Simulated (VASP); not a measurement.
A run of VASP 6.6.1:

INCAR

```
PREC     = Accurate       # precision mode
ENCUT    = 520            # plane-wave cutoff, eV
EDIFF    = 1E-6           # SCF threshold, eV
ISMEAR   = 0              # smearing method
SIGMA    = 0.1            # smearing width, eV
LREAL    = F              # projectors in reciprocal space
LASPH    = T              # aspherical terms in the spheres
NELM     = 100            # most SCF steps
ALGO     = Normal         # electronic algorithm
ISIF     = 2              # what is computed and relaxed
LWAVE    = F              # write WAVECAR
LCHARG   = F              # write CHGCAR
GGA      = PE             # functional
NBANDS   = 39             # bands
```

KPOINTS

```
regular mesh
0
Gamma
  6 6 6
```

Contents of POSCAR:

```
Sn2GeSe3
1.0
   -2.0937577492      2.9689573417      6.2993318761
    2.0937577492     -2.9689573417      6.2993318761
    2.0937577492      2.9689573417     -6.2993318761
Sn Ge Se
2 1 3
Direct
    0.3327174446      0.3327174446      0.0000000000
    0.6672825554      0.6672825554      0.0000000000
    0.0000000000      0.0000000000      0.0000000000
    0.8438377400      0.3438377400      0.5000000000
    0.5000000000      0.0000000000      0.5000000000
    0.1561622600      0.6561622600      0.5000000000
```

Potentials or basis: VASP PAW PBE potentials, release 64 (Sn_d, Ge_d, Se).

Launch:

```sh
$ cat potpaw_PBE.64/Sn_d/POTCAR potpaw_PBE.64/Ge_d/POTCAR potpaw_PBE.64/Se/POTCAR > POTCAR
$ mpirun -np 1 vasp_std > vasp.out
```

Hardware: 1 thread of Intel(R) Xeon(R) Platinum 8259CL CPU @ 2.50GHz (Skylake/Cascade Lake), with other jobs on the host.

Question: How long does it take, and how much memory?

Answer: Wall time 7.2 min on 1 thread of Intel(R) Xeon(R) Platinum 8259CL CPU @ 2.50GHz (Skylake/Cascade Lake), with other jobs on the host, peak memory 0.56 GiB. Counts: scf iterations 13, k points 46.
